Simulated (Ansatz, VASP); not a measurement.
## PC: VASP beside Ansatz

```
P C
1.0
     2.79175    0.00000    0.00000
    -1.39587    2.41772    0.00000
     0.00000    0.00000    2.66938
P C
1 1
Direct
  0.66667 0.33333 0.50000
  0.33333 0.66667 0.00000
```

Change from the starting cell: species swapped into the MoOs type (P-6m2, No. 187).

Alike in both runs: functional PBE; k mesh 8 × 8 × 4; occupations gaussian, width 0.2 eV; no spin polarisation.

Ansatz relaxed the structure, and its values are those at the end. VASP's run is a single point on that final structure, the one shown.

```csv
,VASP,Ansatz
version,VASP 6.6.1,Ansatz 0.2.0
potentials or method,"VASP PAW PBE potentials, release 64 (P, C), cutoff 600 eV","scalar-relativistic, plane waves, PAW"
valence electrons in the cell,9,9
```

|  | VASP | Ansatz | Ansatz less VASP |
| --- | --- | --- | --- |
| gap on the k mesh at the Fermi level (eV) | none | none | - |
| pressure (GPa) | -0.5 | 0.0 | +0.43 |

A gap of «none» marks a metal or a gap that the smearing closes. With one functional, cell and mesh, what is left measures potentials, basis and numerics.

The k mesh is coarse, so the values compare programs but aren't converged.
